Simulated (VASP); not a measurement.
# Cs2Sn (Fm-3m) in VASP: relaxation of cell and atoms with PBE

Aim: the relaxation of cell and atoms of Cs2Sn with PBE.

All numbers are computed with VASP 6.6.1; they aren't measurements. Logs are shortened: lines on timing, memory, paths and dates and some standing lists are left out, and cuts for length are marked.

### 1 The cell of the first run

Symmetry: Fm-3m, No. 225, cubic system. Conventional cell: a = 9.680 Å, b = 9.680 Å, c = 9.680 Å, α = 90.00°, β = 90.00°, γ = 90.00°. Sn (site symmetry m-3m) has 8 Cs at 4.19 Å within 5.5 Å. Within 5.5 Å of Cs (site symmetry -43m) lie 4 Sn at 4.19 Å and 6 Cs at 4.84 Å.

### 2 Relaxation of cell and atoms, PBE

The input, INCAR:

```
SYSTEM = Cs2Sn
PREC = Accurate
ENCUT = 500
EDIFF = 1E-7
ISMEAR = 0
SIGMA = 0.1
LREAL = .False.
LASPH = .True.
NELM = 120
ALGO = Normal
ISIF = 3
LWAVE = .False.
LCHARG = .False.
GGA = PE
IBRION = 2
NSW = 80
EDIFFG = -0.02
GGA_COMPAT = .False.
NELMIN = 4
```

The input, KPOINTS:

```
Automatic mesh
0
Gamma
  8 8 8
  0 0 0
```

The input, POSCAR:

```
Cs2Sn
1.0
    0.0000000000      4.8400000000      4.8400000000
    4.8400000000      0.0000000000      4.8400000000
    4.8400000000      4.8400000000      0.0000000000
Sn Cs
1 2
Direct
    0.0000000000      0.0000000000      0.0000000000
    0.2500000000      0.2500000000      0.2500000000
    0.7500000000      0.7500000000      0.7500000000
```

Potentials or basis: VASP PAW PBE potentials, release 64 (Sn_d, Cs_sv).

Launch:

```console
$ cat potpaw_PBE.64/Sn_d/POTCAR potpaw_PBE.64/Cs_sv/POTCAR > POTCAR
$ mpirun -np 1 vasp_std > vasp.out
```

OUTCAR:

```text
SYSTEM = Cs2Sn
   PREC = Accurate
   ENCUT = 500
   EDIFF = 1E-7
   ISMEAR = 0
   LREAL = .False.
   LASPH = .True.
   NELM = 120
   ISIF = 3
   GGA = PE
   IBRION = 2
   NSW = 80
   EDIFFG = -0.02
   NELMIN = 4

 ion  position               nearest neighbor table
   1  0.000  0.000  0.000-
   2  0.250  0.250  0.250-
   3  0.750  0.750  0.750-

  LATTYP: Found a face centered cubic cell.
 ALAT       =     9.6800000000

  Lattice vectors:

 A1 = (   0.0000000000,   4.8400000000,   4.8400000000)
 A2 = (   4.8400000000,   0.0000000000,   4.8400000000)
 A3 = (   4.8400000000,   4.8400000000,   0.0000000000)

Analysis of symmetry for initial positions (statically):
=====================================================================
 Subroutine PRICEL returns:
 Original cell was already a primitive cell.

 Routine SETGRP: Setting up the symmetry group for a
 face centered cubic supercell.

 Subroutine GETGRP returns: Found 48 space group operations
 (whereof 48 operations were pure point group operations)
 out of a pool of 48 trial point group operations.

The static configuration has the point symmetry O_h .

Analysis of symmetry for dynamics (positions and initial velocities):
=====================================================================
 Subroutine PRICEL returns:
 Original cell was already a primitive cell.

 Routine SETGRP: Setting up the symmetry group for a
 face centered cubic supercell.

 Subroutine GETGRP returns: Found 48 space group operations
 (whereof 48 operations were pure point group operations)
 out of a pool of 48 trial point group operations.

The dynamic configuration has the point symmetry O_h .

 Subroutine INISYM returns: Found 48 space group operations
 (whereof 48 operations are pure point group operations),
 and found     1 'primitive' translations

----------------------------------------------------------------------------------------

                                     Primitive cell

  volume of cell :     226.7598

  direct lattice vectors                    reciprocal lattice vectors
     0.000000000  4.840000000  4.840000000    -0.103305785  0.103305785  0.103305785
     4.840000000  0.000000000  4.840000000     0.103305785 -0.103305785  0.103305785
     4.840000000  4.840000000  0.000000000     0.103305785  0.103305785 -0.103305785

  length of vectors
     6.844793642  6.844793642  6.844793642     0.178930869  0.178930869  0.178930869

  position of ions in fractional coordinates (direct lattice)
     0.000000000  0.000000000  0.000000000
     0.250000000  0.250000000  0.250000000
     0.750000000  0.750000000  0.750000000

  ion indices of the primitive-cell ions
   primitive index   ion index
                 1           1
                 2           2
                 3           3

----------------------------------------------------------------------------------------

 KPOINTS: Automatic mesh

Automatic generation of k-mesh.
 Grid dimensions read from file:
 generate k-points for:    8    8    8

 Generating k-lattice:

  Cartesian coordinates                     Fractional coordinates (reciprocal lattice)
    -0.012913223  0.012913223  0.012913223     0.125000000  0.000000000  0.000000000
     0.012913223 -0.012913223  0.012913223     0.000000000  0.125000000  0.000000000
     0.012913223  0.012913223 -0.012913223     0.000000000  0.000000000  0.125000000

  Length of vectors
     0.022366359  0.022366359  0.022366359

  Shift w.r.t. Gamma in fractional coordinates (k-lattice)
     0.000000000  0.000000000  0.000000000

 Subroutine IBZKPT returns following result:
 ===========================================

 Found     29 irreducible k-points:

 Following reciprocal coordinates:
            Coordinates               Weight
  0.000000  0.000000  0.000000      1.000000
  0.125000  0.000000  0.000000      8.000000
  0.250000  0.000000  0.000000      8.000000
  0.375000  0.000000  0.000000      8.000000
  0.500000  0.000000  0.000000      4.000000
  0.125000  0.125000  0.000000      6.000000
[... 16 lines left out ...]
  0.500000  0.250000  0.125000     48.000000
 -0.375000  0.250000  0.125000     24.000000
 [... further k-points ...]
   k-points           NKPTS =     29   k-points in BZ     NKDIM =     29   number of bands    NBANDS=     20
   number of dos      NEDOS =    301   number of ions     NIONS =      3
   total plane-waves  NPLWV = 125000
   dimension x,y,z NGX =    50 NGY =   50 NGZ =   50
   dimension x,y,z NGXF=   100 NGYF=  100 NGZF=  100
   ions per type =               1   2
   NGX,Y,Z   is equivalent  to a cutoff of  12.14, 12.14, 12.14 a.u.
   NGXF,Y,Z  is equivalent  to a cutoff of  24.29, 24.29, 24.29 a.u.
 SYSTEM =  Cs2Sn
   PREC   = accura    normal or accurate (medium, high low for compatibility)
   ISTART =      0    job   : 0-new  1-cont  2-samecut
   ICHARG =      2    charge: 1-file 2-atom 10-const
   ISPIN  =      1    spin polarized calculation?
   LNONCOLLINEAR =      F non collinear calculations
   LSORBIT =      F    spin-orbit coupling
   LASPH  =      T    aspherical Exc in radial PAW
   ENCUT  =  500.0 eV  36.75 Ry    6.06 a.u.  12.48 12.48 12.48*2*pi/ulx,y,z
   NELM   =    120;   NELMIN=  4; NELMDL= -5     # of ELM steps
   EDIFF  = 0.1E-06   stopping-criterion for ELM
   LREAL  =      F    real-space projection
   EDIFFG = -.2E-01   stopping-criterion for IOM
   NSW    =     80    number of steps for IOM
   IBRION =      2    ionic relax: 0-MD 1-quasi-New 2-CG
   NFREE  =      1    steps in history (QN), initial steepest desc. (CG)
   ISIF   =      3    stress and relaxation
   ISYM   =      2    0-nonsym 1-usesym 2-fastsym
   POTIM  = 0.5000    time-step for ionic-motion
   TEBEG  =    0.0;   TEEND  =   0.0 temperature during run
   PSTRESS=    0.0 pullay stress
   NELECT =      32.0000    total number of electrons
   NUPDOWN=      -1.0000    fix difference up-down
   EMIN   =  10.00;   EMAX   =-10.00  energy-range for DOS
   EFERMI =   0.00;   METHOD = LEGACY
   ISMEAR =     0;   SIGMA  =   0.10  broadening in eV -4-tet -1-fermi 0-gaus
   EFERMI_NEDOS =   21; number of points for ismear=-14 and -15
   IALGO  =     38    algorithm
   IMIX   =      4    mixing-type and parameters
     AMIX     =   0.40;   BMIX     =  1.00
     AMIX_MAG =   1.60;   BMIX_MAG =  1.00
  volume/ion in A,a.u.               =      75.59       510.08
  Fermi-wavevector in a.u.,A,eV,Ry     =   0.852320  1.610652  9.883949  0.726450
  Thomas-Fermi vector in A             =   1.968590
   LORBIT       =      0    0 simple, 1 ext, 2 COOP (PROOUT), +10 PAW based schemes
   GGA     = PE    functional components
   LHFCALC =     F    Hartree Fock is set to
   AEXX    =    0.0000 exact exchange contribution
   IVDW    =     0    specifies the selected vdW correction
   LEPSILON=     F    determine dielectric tensor
   LRPA    =     F    only Hartree local field effects (RPA)
 conjugate gradient relaxation of ions
 non-spin polarized calculation
 Gauss-broadening in eV      SIGMA  =   0.10
  energy-cutoff  :      500.00
  volume of cell :      226.76
 maximum number of plane-waves:      5793
 NGX is ok and might be reduce to    50
   NGX = 25   NGY = 25   NGZ = 25

--------------------------------------- Ionic step        1  -------------------------------------------

 number of electron      31.9999996 magnetization

 Free energy of the ion-electron system (eV)
  ---------------------------------------------------
  ext. energy  EPLUGINS =         0.00000000
  ---------------------------------------------------
  free energy    TOTEN  =        -5.14725557 eV

  energy without entropy =       -5.08787558  energy(sigma->0) =       -5.11756557

------------------------ aborting loop because EDIFF is reached ----------------------------------------

  FORCE on cell =-STRESS in cart. coord.  units (eV):
  Direction    XX          YY          ZZ          XY          YZ          ZX
  --------------------------------------------------------------------------------------
  -------------------------------------------------------------------------------------
  Total       -0.7691896     -0.7691896     -0.7691896     -0.0000000     -0.0000000     -0.0000000
  in kB       -5.4347295     -5.4347295     -5.4347295     -0.0000000     -0.0000000     -0.0000000
  external PRESSURE =      -5.4347295 kB  Pullay stress =       0.0000000 kB

 VOLUME and BASIS-vectors are now :
 -----------------------------------------------------------------------------
  energy-cutoff  :      500.00
  volume of cell :      226.76
      direct lattice vectors                 reciprocal lattice vectors
     0.000000000  4.840000000  4.840000000    -0.103305785  0.103305785  0.103305785
     4.840000000  0.000000000  4.840000000     0.103305785 -0.103305785  0.103305785
     4.840000000  4.840000000  0.000000000     0.103305785  0.103305785 -0.103305785
[... 75 lines left out ...]
 POSITION                                       TOTAL-FORCE (eV/Angst)
 -----------------------------------------------------------------------------------
      0.00000      0.00000      0.00000        -0.000000      0.000000      0.000000
      2.33676      2.33676      2.33676        -0.000000     -0.000000     -0.000000
      7.01028      7.01028      7.01028         0.000000      0.000000      0.000000
 -----------------------------------------------------------------------------------
    total drift:                                0.000000      0.000000     -0.000000

  FREE ENERGIE OF THE ION-ELECTRON SYSTEM (eV)
  ---------------------------------------------------
  free  energy   TOTEN  =        -5.1941026745 eV

  energy  without entropy=       -5.1430793304  energy(sigma->0) =       -5.16859100

--------------------------------------- Ionic step        4  -------------------------------------------

 number of electron      32.0000005 magnetization

 Free energy of the ion-electron system (eV)
  ---------------------------------------------------
  ext. energy  EPLUGINS =         0.00000000
  ---------------------------------------------------
  free energy    TOTEN  =        -5.19466006 eV

  energy without entropy =       -5.14462387  energy(sigma->0) =       -5.16964196

 E-fermi :   1.1108     XC(G=0):  -6.6231

 val. band max:        1.1099374956   @ k =   0.2500   0.2500   0.0000
 cond. band min:       1.1235002714   @ k =  -0.2500   0.2500   0.0000
 fundamental gap:      0.0135627758
 Fermi energy:         1.1107660623

 k-point     1 :       0.0000    0.0000    0.0000
  band No.  band energies     occupation
      1     -21.4727      2.00000
      2     -21.4201      2.00000
      3     -19.6604      2.00000
      4     -19.6604      2.00000
      5     -19.6604      2.00000
      6     -19.6549      2.00000
[... 12 lines left out ...]
     19       3.4067      0.00000
     20       3.4067      0.00000
[... 507 lines left out ...]
 k-point    24 :      -0.3750    0.2500    0.1250
  band No.  band energies     occupation
      1     -21.4463      2.00000
      2     -21.4460      2.00000
      3     -19.6604      2.00000
      4     -19.6601      2.00000
      5     -19.6597      2.00000
      6     -19.6549      2.00000
[... 12 lines left out ...]
     19       4.0016      0.00000
     20       4.1959      0.00000

 [... further k-points ...]

------------------------ aborting loop because EDIFF is reached ----------------------------------------

  FORCE on cell =-STRESS in cart. coord.  units (eV):
  Direction    XX          YY          ZZ          XY          YZ          ZX
  --------------------------------------------------------------------------------------
  -------------------------------------------------------------------------------------
  Total        0.0175526      0.0175526      0.0175526      0.0000000     -0.0000000      0.0000000
  in kB        0.1396889      0.1396889      0.1396889      0.0000000     -0.0000000      0.0000000
  external PRESSURE =       0.1396889 kB  Pullay stress =       0.0000000 kB

 VOLUME and BASIS-vectors are now :
 -----------------------------------------------------------------------------
  energy-cutoff  :      500.00
  volume of cell :      201.32
      direct lattice vectors                 reciprocal lattice vectors
     0.000000000  4.651789167  4.651789167    -0.107485525  0.107485525  0.107485525
     4.651789167 -0.000000000  4.651789167     0.107485525 -0.107485525  0.107485525
     4.651789167  4.651789167 -0.000000000     0.107485525  0.107485525 -0.107485525

 POSITION                                       TOTAL-FORCE (eV/Angst)
 -----------------------------------------------------------------------------------
      4.65179     -0.00000      4.65179        -0.000000      0.000000     -0.000000
      2.32589      2.32589      2.32589        -0.000000     -0.000000     -0.000000
      6.97768      6.97768      6.97768         0.000000      0.000000      0.000000
 -----------------------------------------------------------------------------------
    total drift:                                0.000000      0.000000     -0.000000

  FREE ENERGIE OF THE ION-ELECTRON SYSTEM (eV)
  ---------------------------------------------------
  free  energy   TOTEN  =        -5.1946600604 eV

  energy  without entropy=       -5.1446238663  energy(sigma->0) =       -5.16964196

 reached required accuracy - stopping structural energy minimisation
```

Run time: 4.4 min. Hardware: 1 thread of Intel Xeon 6975P-C (Granite Rapids), shared host; peak memory 0.42 GiB.

What came out:

- Free energy: -5.1947 eV
- Relaxed volume: 67.11 Å³/atom
- Relaxed cell: a = 6.579 Å, b = 6.579 Å, c = 6.579 Å, α = 60.00°, β = 60.00°, γ = 60.00°
- Space group after relaxing (to 0.1 Å): Fm-3m (No. 225)
- Energy gained by relaxing: 15.8 meV/atom
- Ionic steps: 4
- Pressure after relaxing: 0.0 GPa
- Band gap on the k mesh: zero (bands 16 and 17 overlap by 0.50 eV)

The path:
```csv
step,energy change (eV),largest force (eV/Å),pressure (GPa),volume (Å³)
1,0.0000,0.0000,-0.54,226.76
2,-0.0247,0.0000,-0.40,218.45
3,-0.0468,0.0000,-0.07,204.16
4,-0.0474,0.0000,0.01,201.32
```

Final structure:
```
Sn Cs
1.0
     0.00000    4.65179    4.65179
     4.65179    0.00000    4.65179
     4.65179    4.65179    0.00000
Sn Cs
1 2
Direct
  0.00000 0.00000 0.00000
  0.25000 0.25000 0.25000
  0.75000 0.75000 0.75000
```

Caveat: spin-orbit coupling is left out, which moves the levels of the heavy elements.
